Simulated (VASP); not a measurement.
# Si3Ge (P4/mmm) in VASP: further runs

The runs below take Si3Ge through single point, with PBE.

Program: VASP 6.6.1. These are calculated values, not measurements. Logs are shortened: lines on timing, memory, paths and dates and some standing lists are left out, and cuts for length are marked.

### Step 1. The cell of the first run

The structure is tetragonal, space group P4/mmm (No. 123). The conventional cell has a = 5.074 Å, b = 5.074 Å, c = 2.553 Å, α = 90.00°, β = 90.00°, γ = 90.00°. Within 3.3 Å of Si (site symmetry mmm) lie 2 Ge at 2.54 Å and 6 Si at 2.55 to 2.84 Å. Within 3.4 Å of Si (site symmetry 4/mmm) lie 10 Si at 2.55 to 2.84 Å. Ge (site symmetry 4/mmm) has 4 Si at 2.54 Å and 2 Ge at 2.55 Å within 3.3 Å.

### Step 2. Single point, PBE

Contents of INCAR:

```
PREC = Accurate
ENCUT = 520
EDIFF = 1E-6
ISMEAR = 0
SIGMA = 0.1
LREAL = F
LASPH = T
NELM = 60
ALGO = Normal
ISIF = 2
LWAVE = F
LCHARG = F
GGA = PE
NBANDS = 21
```

Contents of KPOINTS:

```
Automatic mesh
0
Gamma
  4 4 6
```

Contents of POSCAR:

```
Si3Ge
1.0
    5.0742924956      0.0000000000      0.0000000000
    0.0000000000      5.0742924956      0.0000000000
    0.0000000000      0.0000000000      2.5530824207
Si Ge
3 1
Direct
    0.0000000000      0.5000000000      0.0000000000
    0.5000000000      0.0000000000      0.0000000000
    0.0000000000      0.0000000000      0.5000000000
    0.5000000000      0.5000000000      0.0000000000
```

Potentials or basis: VASP PAW PBE potentials, release 64 (Si, Ge_d).

Started as:

```sh
$ cat potpaw_PBE.64/Si/POTCAR potpaw_PBE.64/Ge_d/POTCAR > POTCAR
$ mpirun -np 1 vasp_std > vasp.out
```

OUTCAR:

```text
PREC = Accurate
   ENCUT = 520
   EDIFF = 1E-6
   ISMEAR = 0
   LREAL = F
   LASPH = T
   NELM = 60
   ISIF = 2
   GGA = PE

 ion  position               nearest neighbor table
   1  0.000  0.500  0.000-   4 2.54   4 2.54   3 2.84   3 2.84   3 2.84   3 2.84
   2  0.500  0.000  0.000-   4 2.54   4 2.54   3 2.84   3 2.84   3 2.84   3 2.84
   3  0.000  0.000  0.500-   1 2.84   2 2.84   1 2.84   2 2.84   1 2.84   1 2.84   2 2.84   2 2.84

   4  0.500  0.500  0.000-   1 2.54   2 2.54   2 2.54   1 2.54

  LATTYP: Found a simple tetragonal cell.
 ALAT       =     5.0742924956
 C/A-ratio  =     0.5031405704

  Lattice vectors:

 A1 = (   5.0742924956,   0.0000000000,   0.0000000000)
 A2 = (   0.0000000000,   5.0742924956,   0.0000000000)
 A3 = (   0.0000000000,   0.0000000000,   2.5530824207)

Analysis of symmetry for initial positions (statically):
=====================================================================
 Subroutine PRICEL returns:
 Original cell was already a primitive cell.

 Routine SETGRP: Setting up the symmetry group for a
 simple tetragonal supercell.

 Subroutine GETGRP returns: Found 16 space group operations
 (whereof 16 operations were pure point group operations)
 out of a pool of 16 trial point group operations.

The static configuration has the point symmetry D_4h.

Analysis of symmetry for dynamics (positions and initial velocities):
=====================================================================
 Subroutine PRICEL returns:
 Original cell was already a primitive cell.

 Routine SETGRP: Setting up the symmetry group for a
 simple tetragonal supercell.

 Subroutine GETGRP returns: Found 16 space group operations
 (whereof 16 operations were pure point group operations)
 out of a pool of 16 trial point group operations.

The dynamic configuration has the point symmetry D_4h.

 Subroutine INISYM returns: Found 16 space group operations
 (whereof 16 operations are pure point group operations),
 and found     1 'primitive' translations

----------------------------------------------------------------------------------------

                                     Primitive cell

  volume of cell :      65.7379

  direct lattice vectors                    reciprocal lattice vectors
     5.074292496  0.000000000  0.000000000     0.197071809  0.000000000  0.000000000
     0.000000000  5.074292496  0.000000000     0.000000000  0.197071809  0.000000000
[... 88 lines left out ...]
   EDIFF  = 0.1E-05   stopping-criterion for ELM
   LREAL  =      F    real-space projection
   EDIFFG = 0.1E-04   stopping-criterion for IOM
   NSW    =      0    number of steps for IOM
   IBRION =     -1    ionic relax: 0-MD 1-quasi-New 2-CG
   NFREE  =      0    steps in history (QN), initial steepest desc. (CG)
   ISIF   =      2    stress and relaxation
   ISYM   =      2    0-nonsym 1-usesym 2-fastsym
   POTIM  = 0.5000    time-step for ionic-motion
   TEBEG  =    0.0;   TEEND  =   0.0 temperature during run
   PSTRESS=    0.0 pullay stress
   NELECT =      26.0000    total number of electrons
   NUPDOWN=      -1.0000    fix difference up-down
   EMIN   =  10.00;   EMAX   =-10.00  energy-range for DOS
   EFERMI =   0.00;   METHOD = LEGACY
   ISMEAR =     0;   SIGMA  =   0.10  broadening in eV -4-tet -1-fermi 0-gaus
   EFERMI_NEDOS =   21; number of points for ismear=-14 and -15
   IALGO  =     38    algorithm
   IMIX   =      4    mixing-type and parameters
     AMIX     =   0.40;   BMIX     =  1.00
     AMIX_MAG =   1.60;   BMIX_MAG =  1.00
  volume/ion in A,a.u.               =      16.43       110.91
  Fermi-wavevector in a.u.,A,eV,Ry     =   1.201694  2.270873 19.647754  1.444069
  Thomas-Fermi vector in A             =   2.337496
   LORBIT       =      0    0 simple, 1 ext, 2 COOP (PROOUT), +10 PAW based schemes
   GGA     = PE    functional components
   LHFCALC =     F    Hartree Fock is set to
   AEXX    =    0.0000 exact exchange contribution
   IVDW    =     0    specifies the selected vdW correction
   LEPSILON=     F    determine dielectric tensor
   LRPA    =     F    only Hartree local field effects (RPA)
 non-spin polarized calculation
 Gauss-broadening in eV      SIGMA  =   0.10
  energy-cutoff  :      520.00
  volume of cell :       65.74
 maximum number of plane-waves:      1821
 NGX is ok and might be reduce to    40
   NGX = 19   NGY = 19   NGZ =  9

 number of electron      25.9999993 magnetization

 Free energy of the ion-electron system (eV)
  ---------------------------------------------------
  ext. energy  EPLUGINS =         0.00000000
  ---------------------------------------------------
  free energy    TOTEN  =       -19.00139528 eV

  energy without entropy =      -18.99208650  energy(sigma->0) =      -18.99674089

 E-fermi :   8.2247     XC(G=0): -10.9395

 val. band max:        8.2154669297   @ k =   0.5000   0.2500   0.1667
 cond. band min:       8.2604145635   @ k =   0.2500   0.0000   0.5000
 fundamental gap:      0.0449476338
 Fermi energy:         8.2246744350

 k-point     1 :       0.0000    0.0000    0.0000
  band No.  band energies     occupation
      1     -16.3567      2.00000
      2     -16.1993      2.00000
      3     -16.1584      2.00000
      4     -16.0882      2.00000
      5     -16.0882      2.00000
      6      -5.2830      2.00000
[... 565 lines left out ...]
     20      13.1014      0.00000
     21      14.3155      0.00000

------------------------ aborting loop because EDIFF is reached ----------------------------------------

  FORCE on cell =-STRESS in cart. coord.  units (eV):
  Direction    XX          YY          ZZ          XY          YZ          ZX
  --------------------------------------------------------------------------------------
  -------------------------------------------------------------------------------------
  Total       -0.0619644     -0.0619644     -0.0603859      0.0000000      0.0000000      0.0000000
  in kB       -1.5102083     -1.5102083     -1.4717363      0.0000000      0.0000000      0.0000000
  external PRESSURE =      -1.4973843 kB  Pullay stress =       0.0000000 kB

 VOLUME and BASIS-vectors are now :
 -----------------------------------------------------------------------------
  energy-cutoff  :      520.00
  volume of cell :       65.74
      direct lattice vectors                 reciprocal lattice vectors
     5.074292496  0.000000000  0.000000000     0.197071809  0.000000000  0.000000000
     0.000000000  5.074292496  0.000000000     0.000000000  0.197071809  0.000000000
     0.000000000  0.000000000  2.553082421     0.000000000  0.000000000  0.391683399

 POSITION                                       TOTAL-FORCE (eV/Angst)
 -----------------------------------------------------------------------------------
      0.00000      2.53715      0.00000         0.000000      0.000000      0.000000
      2.53715      0.00000      0.00000         0.000000      0.000000      0.000000
      0.00000      0.00000      1.27654         0.000000      0.000000      0.000000
      2.53715      2.53715      0.00000         0.000000      0.000000      0.000000
 -----------------------------------------------------------------------------------
    total drift:                               -0.000000     -0.000000     -0.000000

  FREE ENERGIE OF THE ION-ELECTRON SYSTEM (eV)
  ---------------------------------------------------
  free  energy   TOTEN  =       -19.0013952816 eV

  energy  without entropy=      -18.9920865043  energy(sigma->0) =      -18.99674089
```

Wall time 34 s (1 thread of Intel Xeon Platinum 8259CL at 2.50GHz (Skylake/Cascade Lake), shared host); peak memory 0.19 GiB.

What came out:

```yaml
Free_energy: -19.0014 eV
Pressure: -0.1 GPa
Band_gap_on_the_k_mesh: zero (band 13 reaches 8.83 eV, above the bottom of band 14 at 6.57 eV)
```

Caveat: the k points lie up to 0.41 Å⁻¹ apart.

### Step 3. Single point, PBE

This run uses another cell than the first one, of 16.34 Å³/atom, 0.994 times its volume.

Contents of INCAR:

```
SYSTEM = Si3Ge
  ALGO = Normal
  EDIFF = 1E-6
  ENCUT = 520
  GGA = PE
  ISIF = 2
  ISMEAR = 0
  LASPH = .TRUE.
  LCHARG = .FALSE.
  LREAL = .FALSE.
  LWAVE = .FALSE.
  NBANDS = 21
  NELM = 80
  PREC = Accurate
  SIGMA = 0.1
```

Contents of KPOINTS:

```
k-points
0
G
  6 6 4
  0 0 0
```

Contents of POSCAR:

```
Si3Ge
1.0
    4.9089439048      0.0000000000      0.0000000000
    0.0000000000      4.9089439048      0.0000000000
    0.0000000000      0.0000000000      2.7116735216
Si Ge
3 1
Direct
    0.0000000000      0.5000000000      0.0000000000
    0.5000000000      0.0000000000      0.0000000000
    0.0000000000      0.0000000000      0.5000000000
    0.5000000000      0.5000000000      0.0000000000
```

Potentials or basis: VASP PAW PBE potentials, release 64 (Si, Ge_d).

Started as:

```sh
$ cat potpaw_PBE.64/Si/POTCAR potpaw_PBE.64/Ge_d/POTCAR > POTCAR
$ mpirun -np 1 vasp_std > vasp.out
```

It took 33 s on 1 thread of Intel Xeon Platinum 8259CL at 2.50GHz (Skylake/Cascade Lake), shared host; peak memory 0.19 GiB.

The run converged. Its results:

```
Free energy            : -18.8230 eV
Pressure               : 0.1 GPa
Band gap on the k mesh : zero (band 13 reaches 10.22 eV, above the bottom of band 14 at 6.92 eV)
```

Stress tensor (GPa, compression positive):
```
 0.20  0.00  0.00
 0.00  0.20  0.00
 0.00  0.00 -0.20
```

Levels at points of the mesh, in eV from the Fermi level:
| k point | band 11 | band 12 | band 13 | band 14 | band 15 | band 16 |
| --- | --- | --- | --- | --- | --- | --- |
| (0.00, 0.00, 0.00) | -2.61 | -2.47 | -2.47 | 2.03 | 4.73 | 7.20 |
| (0.50, 0.00, 0.00) | -4.98 | -0.23 | 0.00 | 4.34 | 4.45 | 5.96 |
| (0.50, 0.50, 0.00) | 0.28 | 0.50 | 0.68 | 2.27 | 2.27 | 2.35 |
| (0.00, 0.00, 0.50) | -3.13 | -2.97 | -2.89 | -0.55 | -0.55 | 1.33 |
| (0.50, 0.00, 0.50) | -2.59 | -2.49 | -1.62 | -1.44 | -0.52 | -0.10 |
| (0.50, 0.50, 0.50) | -4.71 | -4.71 | -4.11 | 3.25 | 4.04 | 4.26 |

Caveat: the k points lie up to 0.58 Å⁻¹ apart.
